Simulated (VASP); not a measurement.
A run of VASP 6.6.1 is set up as follows.

INCAR

```
SYSTEM = Ba2TeS
ALGO = Normal
EDIFF = 1E-6
ENCUT = 520
GGA = PE
ISIF = 2
ISMEAR = 0
LASPH = .True.
LCHARG = .False.
LREAL = .False.
LWAVE = .False.
NBANDS = 24
NELM = 80
PREC = Accurate
SIGMA = 0.01
```

Contents of KPOINTS:

```
k-points
0
Gamma
  4 4 4
  0 0 0
```

POSCAR

```
Ba2TeS
1.0
    4.7926763298      0.0000000000      0.0000000000
    0.0000000000      4.7926763298      0.0000000000
    0.0000000000      0.0000000000      6.7839702371
S Ba Te
1 2 1
Direct
    0.0000000000      0.0000000000      0.0000000000
    0.0000000000      0.0000000000      0.5000000000
    0.5000000000      0.5000000000      0.0000000000
    0.5000000000      0.5000000000      0.5000000000
```

Potentials or basis: VASP PAW PBE potentials, release 64 (S, Ba_sv, Te).

Command:

```sh
$ cat potpaw_PBE.64/S/POTCAR potpaw_PBE.64/Ba_sv/POTCAR potpaw_PBE.64/Te/POTCAR > POTCAR
$ mpirun -np 1 vasp_std > vasp.out
```

Estimate the pressure.

0.5 GPa.

Estimate the band gap on the k mesh.

1.70 eV, direct.

Caveat: spin-orbit coupling is left out, which moves the levels of the heavy elements. A k mesh can miss the band edges.
